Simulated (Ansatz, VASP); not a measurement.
## Si4IrPd in VASP and in Ansatz

```xyz
6
Lattice="2.9536 0.0000 0.0000 0.0000 2.9536 0.0000 0.0000 0.0000 10.7871" Properties=species:S:1:pos:R:3 pbc="T T T"
Si    1.4768    1.4768    9.3181
Si    1.4768    1.4768    6.9615
Si    1.4768    1.4768    1.4690
Si    1.4768    1.4768    3.8256
Pd    0.0000    0.0000    5.3935
Ir    0.0000    0.0000    0.0000
```

Alike in both runs: functional PBE; k mesh 6 × 6 × 2; occupations gaussian, width 0.2 eV; no spin polarisation.

Ansatz relaxed the structure, and its values are those at the end. VASP's run is a single point on that final structure, the one shown.

|  | VASP | Ansatz |
| --- | --- | --- |
| version | VASP 6.6.1 | Ansatz 0.2.0 |
| potentials or method | VASP PAW PBE potentials, release 64 (Si, Pd, Ir), cutoff 500 eV | scalar-relativistic, plane waves, PAW |
| valence electrons in the cell | 35 | 51 |

```tsv
	VASP	Ansatz	Ansatz less VASP
gap on the k mesh at the Fermi level (eV)	none	none	-
pressure (GPa)	0.1	0.0	-0.08
rms of the force components (eV/Å)	0.010	0.002	-0.0074
```

A gap of «none» marks a metal or a gap that the smearing closes. The functional is the same, so the differences come from potentials, cutoffs and numerics. VASP's potentials hold 35 valence electrons a cell and Ansatz's 51, so a difference there can come from the potentials and not from the codes.

Neither program's run includes spin-orbit coupling.
